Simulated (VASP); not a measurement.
# SiC (Moissanite 6H) (P6_3mc) in VASP: settings compared

Aim: see how the results for SiC (Moissanite 6H) move with the level of theory and the settings. Levels: LDA, BLYP+D4, PBE, PBEsol+D4. Tasks: single point.

Program: VASP 6.6.1. These are calculated values, not measurements. Logs are shortened: lines on timing, memory, paths and dates and some standing lists are left out, and cuts for length are marked.

## Step 1: The cell of the first run

Symmetry: P6_3mc, No. 186, hexagonal system. The conventional cell has a = 3.059 Å, b = 3.059 Å, c = 15.011 Å, α = 90.00°, β = 90.00°, γ = 120.00°. Si (site symmetry 3m) has 4 C at 1.87 to 1.88 Å within 2.5 Å. Si (site symmetry 3m) has 4 C at 1.87 to 1.88 Å within 2.5 Å. Within 2.5 Å of Si (site symmetry 3m) lie 4 C at 1.87 to 1.88 Å. C (site symmetry 3m) has 4 Si at 1.87 to 1.88 Å within 2.5 Å. C (site symmetry 3m) has 4 Si at 1.87 to 1.88 Å within 2.5 Å. C (site symmetry 3m) has 4 Si at 1.87 to 1.88 Å within 2.5 Å.

## Step 2: Single point, LDA

The input, INCAR:

```
SYSTEM = SiC
ALGO = Normal ; EDIFF = 1E-6
ENCUT = 520 ; ISIF = 2
ISMEAR = -1 ; LASPH = .TRUE.
LCHARG = .FALSE. ; LREAL = .FALSE.
LWAVE = .FALSE. ; NBANDS = 36
NELM = 60 ; PREC = Accurate
SIGMA = 0.05
```

The input, KPOINTS:

```
k-points
0
G
  10 10 2
  0 0 0
```

The input, POSCAR:

```
SiC
1.0
    3.0592548327      0.0000000000      0.0000000000
   -1.5296274164      2.6493924018      0.0000000000
    0.0000000000      0.0000000000     15.0107038879
Si C
6 6
Direct
    0.6666666667      0.3333333333      0.4583082078
    0.3333333333      0.6666666667      0.9583082078
    0.6666666667      0.3333333333      0.7918189412
    0.3333333333      0.6666666667      0.2918189412
    0.0000000000      0.0000000000      0.6250402884
    0.0000000000      0.0000000000      0.1250402884
    0.6666666667      0.3333333333      0.3333192945
    0.3333333333      0.6666666667      0.8333192945
    0.6666666667      0.3333333333      0.6668274416
    0.3333333333      0.6666666667      0.1668274416
    0.0000000000      0.0000000000      0.4996858265
    0.0000000000      0.0000000000     -0.0003141735
```

Potentials or basis: VASP PAW LDA potentials, release 64 (Si, C).

Command:

```console
$ cat potpaw_LDA.64/Si/POTCAR potpaw_LDA.64/C/POTCAR > POTCAR
$ mpirun -np 1 vasp_std > vasp.out
```

OUTCAR:

```text
SYSTEM = SiC
   EDIFF = 1E-6
   ENCUT = 520
   ISIF = 2
   ISMEAR = -1
   LASPH = .TRUE.
   LREAL = .FALSE.
   NELM = 60
   PREC = Accurate

 ion  position               nearest neighbor table
   1  0.667  0.333  0.458-  11 1.87  11 1.87  11 1.87   7 1.88   4 3.06   4 3.06   4 3.06   5 3.06
                             5 3.06   5 3.06
   2  0.333  0.667  0.958-  12 1.87  12 1.87  12 1.87   8 1.88   3 3.06   3 3.06   3 3.06   6 3.06
                             6 3.06   6 3.06
   3  0.667  0.333  0.792-   8 1.87   8 1.87   8 1.87   9 1.88   2 3.06   2 3.06   2 3.06   5 3.06
                             5 3.06   5 3.06
   4  0.333  0.667  0.292-   7 1.87   7 1.87   7 1.87  10 1.88   1 3.06   1 3.06   1 3.06   6 3.06
                             6 3.06   6 3.06
   5  0.000  0.000  0.625-   9 1.87   9 1.87   9 1.87  11 1.88   1 3.06   1 3.06   1 3.06   3 3.06
                             3 3.06   3 3.06
   6  0.000  0.000  0.125-  10 1.87  10 1.87  10 1.87  12 1.88   2 3.06   2 3.06   2 3.06   4 3.06
                             4 3.06   4 3.06
   7  0.667  0.333  0.333-   4 1.87   4 1.87   4 1.87   1 1.88
   8  0.333  0.667  0.833-   3 1.87   3 1.87   3 1.87   2 1.88
   9  0.667  0.333  0.667-   5 1.87   5 1.87   5 1.87   3 1.88
  10  0.333  0.667  0.167-   6 1.87   6 1.87   6 1.87   4 1.88
  11  0.000  0.000  0.500-   1 1.87   1 1.87   1 1.87   5 1.88
  12  0.000  0.000  1.000-   2 1.87   2 1.87   2 1.87   6 1.88

  LATTYP: Found a hexagonal cell.
 ALAT       =     3.0592548327
 C/A-ratio  =     4.9066536489

  Lattice vectors:

 A1 = (   3.0592548327,   0.0000000000,   0.0000000000)
 A2 = (  -1.5296274164,   2.6493924018,   0.0000000000)
 A3 = (   0.0000000000,   0.0000000000,  15.0107038879)

Analysis of symmetry for initial positions (statically):
=====================================================================
 Subroutine PRICEL returns:
 Original cell was already a primitive cell.

 Routine SETGRP: Setting up the symmetry group for a
 hexagonal supercell.

 Subroutine GETGRP returns: Found 12 space group operations
 (whereof  6 operations were pure point group operations)
 out of a pool of 24 trial point group operations.

The static configuration has the point symmetry C_3v.
 The point group associated with its full space group is C_6v.

Analysis of symmetry for dynamics (positions and initial velocities):
=====================================================================
 Subroutine PRICEL returns:
 Original cell was already a primitive cell.

 Routine SETGRP: Setting up the symmetry group for a
 hexagonal supercell.

 Subroutine GETGRP returns: Found 12 space group operations
 (whereof  6 operations were pure point group operations)
[... 133 lines left out ...]
   PSTRESS=    0.0 pullay stress
   NELECT =      48.0000    total number of electrons
   NUPDOWN=      -1.0000    fix difference up-down
   EMIN   =  10.00;   EMAX   =-10.00  energy-range for DOS
   EFERMI =   0.00;   METHOD = LEGACY
   ISMEAR =    -1;   SIGMA  =   0.05  broadening in eV -4-tet -1-fermi 0-gaus
   EFERMI_NEDOS =   21; number of points for ismear=-14 and -15
   IALGO  =     38    algorithm
   IMIX   =      4    mixing-type and parameters
     AMIX     =   0.40;   BMIX     =  1.00
     AMIX_MAG =   1.60;   BMIX_MAG =  1.00
  volume/ion in A,a.u.               =      10.14        68.42
  Fermi-wavevector in a.u.,A,eV,Ry     =   1.200699  2.268993 19.615230  1.441679
  Thomas-Fermi vector in A             =   2.336528
   LORBIT       =      0    0 simple, 1 ext, 2 COOP (PROOUT), +10 PAW based schemes
   GGA     = CA    functional components
   LHFCALC =     F    Hartree Fock is set to
   AEXX    =    0.0000 exact exchange contribution
   IVDW    =     0    specifies the selected vdW correction
   LEPSILON=     F    determine dielectric tensor
   LRPA    =     F    only Hartree local field effects (RPA)
 non-spin polarized calculation
  energy-cutoff  :      520.00
  volume of cell :      121.66
 maximum number of plane-waves:      3319
 NGX is ok and might be reduce to    24
   NGX = 11   NGY = 11   NGZ = 55

 number of electron      47.9999996 magnetization

 Free energy of the ion-electron system (eV)
  ---------------------------------------------------
  ext. energy  EPLUGINS =         0.00000000
  ---------------------------------------------------
  free energy    TOTEN  =       -99.86870748 eV

  energy without entropy =      -99.86870748  energy(sigma->0) =      -99.86870748

 E-fermi :   9.3181     XC(G=0): -11.6409

 val. band max:        8.3392157258   @ k =   0.0000   0.0000   0.0000
 cond. band min:      10.3050205305   @ k =   0.5000  -0.0000   0.0000
 fundamental gap:      1.9658048047
 Fermi energy:         9.3181175291

 k-point     1 :       0.0000    0.0000    0.0000
  band No.  band energies     occupation
      1      -7.1884      2.00000
      2      -6.6562      2.00000
      3      -6.6205      2.00000
      4      -5.0878      2.00000
      5      -5.0595      2.00000
      6      -3.4937      2.00000
[... 925 lines left out ...]
     35      15.8906      0.00000
     36      15.8906      0.00000

 [... further k-points ...]
[... 5 lines left out ...]
  --------------------------------------------------------------------------------------
  -------------------------------------------------------------------------------------
  Total        0.3069787      0.3069787      0.3112487     -0.0000000      0.0000000      0.0000000
  in kB        4.0425543      4.0425543      4.0987847     -0.0000000      0.0000000      0.0000000
  external PRESSURE =       4.0612978 kB  Pullay stress =       0.0000000 kB

 VOLUME and BASIS-vectors are now :
 -----------------------------------------------------------------------------
  energy-cutoff  :      520.00
  volume of cell :      121.66
      direct lattice vectors                 reciprocal lattice vectors
     3.059254833  0.000000000  0.000000000     0.326876986  0.188722516  0.000000000
    -1.529627416  2.649392402  0.000000000     0.000000000  0.377445032  0.000000000
     0.000000000  0.000000000 15.010703888     0.000000000  0.000000000  0.066619128

 POSITION                                       TOTAL-FORCE (eV/Angst)
 -----------------------------------------------------------------------------------
      1.52963      0.88313      6.87953         0.000000      0.000000     -0.001221
     -0.00000      1.76626     14.38488        -0.000000      0.000000     -0.001221
      1.52963      0.88313     11.88576         0.000000      0.000000     -0.000242
     -0.00000      1.76626      4.38041         0.000000      0.000000     -0.000242
      0.00000      0.00000      9.38229        -0.000000     -0.000000      0.000992
      0.00000      0.00000      1.87694        -0.000000      0.000000      0.000992
      1.52963      0.88313      5.00336        -0.000000      0.000000     -0.000187
     -0.00000      1.76626     12.50871         0.000000     -0.000000     -0.000187
      1.52963      0.88313     10.00955        -0.000000      0.000000      0.000421
     -0.00000      1.76626      2.50420         0.000000     -0.000000      0.000421
      0.00000      0.00000      7.50064         0.000000     -0.000000      0.000238
      0.00000      0.00000     15.00599        -0.000000      0.000000      0.000238
 -----------------------------------------------------------------------------------
    total drift:                               -0.000000     -0.000000      0.000419

  FREE ENERGIE OF THE ION-ELECTRON SYSTEM (eV)
  ---------------------------------------------------
  free  energy   TOTEN  =       -99.8687074849 eV

  energy  without entropy=      -99.8687074846  energy(sigma->0) =      -99.86870748
```

stdout:

```text
POSCAR found type information on POSCAR SiC
 POSCAR found :  2 types and      12 ions
 scaLAPACK will be used
 LDA part: xc-table for (Slater(with rela. corr.)+CA(PZ))
 , standard interpolation
 POSCAR, INCAR and KPOINTS ok, starting setup
 FFT: planning ... GRIDC
 FFT: planning ... GRID_SOFT
 FFT: planning ... GRID
 WAVECAR not read
 entering main loop
```

Wall time 91 s (1 thread of Intel Xeon Platinum 8375C at 2.90GHz (Ice Lake), shared host); peak memory 0.23 GiB.

What came out:

| Property | Result |
| --- | --- |
| Free energy | -99.8687 eV |
| Pressure | 0.4 GPa |
| Band gap on the k mesh | 1.97 eV, indirect (least direct gap 3.07 eV) |

Levels at points of the mesh, in eV from the valence-band top:
| k point | band 20 | band 21 | band 22 | band 23 | band 24 | band 25 | band 26 | band 27 | band 28 | band 29 |
| --- | --- | --- | --- | --- | --- | --- | --- | --- | --- | --- |
| (0.00, 0.00, 0.00) | -0.30 | -0.30 | -0.04 | 0.00 | 0.00 | 5.31 | 5.48 | 5.90 | 6.41 | 6.58 |
| (0.50, 0.00, 0.00) | -2.28 | -1.83 | -1.80 | -1.69 | -1.11 | 1.97 | 2.16 | 3.16 | 3.86 | 4.54 |
| (0.00, 0.00, 0.50) | -0.64 | -0.10 | -0.10 | -0.10 | -0.10 | 5.38 | 5.38 | 6.13 | 6.13 | 6.90 |
| (0.50, 0.00, 0.50) | -2.38 | -1.73 | -1.73 | -1.32 | -1.32 | 2.01 | 2.01 | 3.38 | 3.38 | 4.82 |

A k mesh can miss the band edges. Expect the measured gap to be larger: semilocal functionals such as LDA lack the derivative discontinuity.

## Step 3: Single point, BLYP+D4

This run uses another cell than the first one, of 10.70 Å³/atom, 1.055 times its volume.

The input, INCAR:

```
PREC = Accurate
ENCUT = 520
EDIFF = 1E-6
ISMEAR = -1
SIGMA = 0.05
LREAL = F
LASPH = T
NELM = 80
ALGO = Normal
ISIF = 2
LWAVE = F
LCHARG = F
GGA = B5
ALDAX = 1.0
AGGAX = 1.0
AGGAC = 1.0
ALDAC = 0.0
IVDW = 13
VDW_S6 = 1.0
VDW_S8 = 2.34076671
VDW_A1 = 0.44488865
VDW_A2 = 4.0933009
NBANDS = 36
```

The input, KPOINTS:

```
Automatic mesh
0
Gamma
  10 10 2
```

The input, POSCAR:

```
SiC
1.0
    3.1154972861      0.0000000000      0.0000000000
   -1.5577486430      2.6980997952      0.0000000000
    0.0000000000      0.0000000000     15.2704665040
Si C
6 6
Direct
    0.6666666667      0.3333333333      0.4583000000
    0.3333333333      0.6666666667      0.9583000000
    0.6666666667      0.3333333333      0.7917000000
    0.3333333333      0.6666666667      0.2917000000
    0.0000000000      0.0000000000      0.6250000000
    0.0000000000      0.0000000000      0.1250000000
    0.6666666667      0.3333333333      0.3333000000
    0.3333333333      0.6666666667      0.8333000000
    0.6666666667      0.3333333333      0.6667000000
    0.3333333333      0.6666666667      0.1667000000
    0.0000000000      0.0000000000      0.5000000000
    0.0000000000      0.0000000000      0.0000000000
```

Potentials or basis: VASP PAW PBE potentials, release 64 (Si, C).

Command:

```console
$ cat potpaw_PBE.64/Si/POTCAR potpaw_PBE.64/C/POTCAR > POTCAR
$ mpirun -np 1 vasp_std > vasp.out
```

Wall time 65 s (1 thread of Intel Xeon 6975P-C (Granite Rapids), shared host); peak memory 0.29 GiB.

Results (log left out):

- Free energy: -89.4569 eV
- Pressure: -6.9 GPa
- Largest force: 0.142 eV/Å
- Band gap on the k mesh: 2.33 eV, indirect (least direct gap 3.42 eV)
- Dispersion energy per atom: -0.622 eV

Forces in eV/Å, atoms in the order of the input:
```
Si   0.000  0.000  0.037
Si   0.000  0.000  0.037
Si   0.000  0.000  0.021
Si   0.000  0.000  0.021
Si   0.000  0.000  0.052
Si   0.000  0.000  0.052
C    0.000  0.000 -0.014
C    0.000  0.000 -0.014
C    0.000  0.000  0.046
C    0.000  0.000  0.046
C    0.000  0.000 -0.142
C    0.000  0.000 -0.142
```

Stress tensor (GPa, compression positive):
```
-7.17  0.00  0.00
 0.00 -7.17  0.00
 0.00  0.00 -6.26
```

Levels at points of the mesh, in eV from the valence-band top:
```tsv
k point	band 22	band 23	band 24	band 25	band 26	band 27
(0.00, 0.00, 0.00)	-0.05	0.00	0.00	5.00	5.18	5.57
(0.50, 0.00, 0.00)	-1.73	-1.60	-1.08	2.33	2.49	3.42
(0.00, 0.00, 0.50)	-0.09	-0.09	-0.09	5.07	5.07	5.80
(0.50, 0.00, 0.50)	-1.67	-1.28	-1.28	2.37	2.37	3.64
```

Caveat: the PAW data sets were made with another functional, which shifts forces and pressure a little. A k mesh can miss the band edges.

## Step 4: Single point, PBE

This run uses another cell than the first one, of 10.70 Å³/atom, 1.055 times its volume.

The input, INCAR:

```
SYSTEM = SiC
  ALGO = Normal
  EDIFF = 1E-6
  ENCUT = 520
  GGA = PE
  ISIF = 2
  ISMEAR = -1
  LASPH = .True.
  LCHARG = .False.
  LREAL = .False.
  LWAVE = .False.
  NBANDS = 36
  NELM = 80
  PREC = Accurate
  SIGMA = 0.05
```

The input, KPOINTS:

```
k-points
0
Gamma
  10 10 2
  0 0 0
```

POSCAR is that of step 3.

Command:

```console
$ cat potpaw_PBE.64/Si/POTCAR potpaw_PBE.64/C/POTCAR > POTCAR
$ mpirun -np 1 vasp_std > vasp.out
```

Wall time 47 s (1 thread of Intel Xeon 6975P-C (Granite Rapids), shared host); peak memory 0.28 GiB.

It converged, with:

```
Free energy            : -90.3434 eV
Pressure               : -3.9 GPa
Largest force          : 0.138 eV/Å
Band gap on the k mesh : 2.03 eV, indirect (least direct gap 3.12 eV)
```

Forces in eV/Å, atoms in the order of the input:
```
Si   0.000  0.000  0.051
Si   0.000  0.000  0.051
Si   0.000  0.000  0.023
Si   0.000  0.000  0.023
Si   0.000  0.000  0.044
Si   0.000  0.000  0.044
C    0.000  0.000 -0.013
C    0.000  0.000 -0.013
C    0.000  0.000  0.034
C    0.000  0.000  0.034
C    0.000  0.000 -0.138
C    0.000  0.000 -0.138
```

Stress tensor (GPa, compression positive):
```
-4.13  0.00  0.00
 0.00 -4.13  0.00
 0.00  0.00 -3.38
```

Levels at points of the mesh, in eV from the valence-band top:
| k point | band 20 | band 21 | band 22 | band 23 | band 24 | band 25 | band 26 | band 27 | band 28 | band 29 |
| --- | --- | --- | --- | --- | --- | --- | --- | --- | --- | --- |
| (0.00, 0.00, 0.00) | -0.30 | -0.30 | -0.05 | 0.00 | 0.00 | 4.87 | 5.05 | 5.44 | 5.92 | 5.95 |
| (0.50, 0.00, 0.00) | -2.23 | -1.79 | -1.75 | -1.64 | -1.09 | 2.03 | 2.20 | 3.15 | 3.83 | 4.51 |
| (0.00, 0.00, 0.50) | -0.64 | -0.10 | -0.10 | -0.10 | -0.10 | 4.94 | 4.94 | 5.68 | 5.68 | 6.28 |
| (0.50, 0.00, 0.50) | -2.31 | -1.70 | -1.70 | -1.29 | -1.29 | 2.06 | 2.06 | 3.38 | 3.38 | 4.66 |

A k mesh can miss the band edges. PBE gaps usually lie below the measured ones, often by a third to a half.

(Continued in part 2 of 3.)
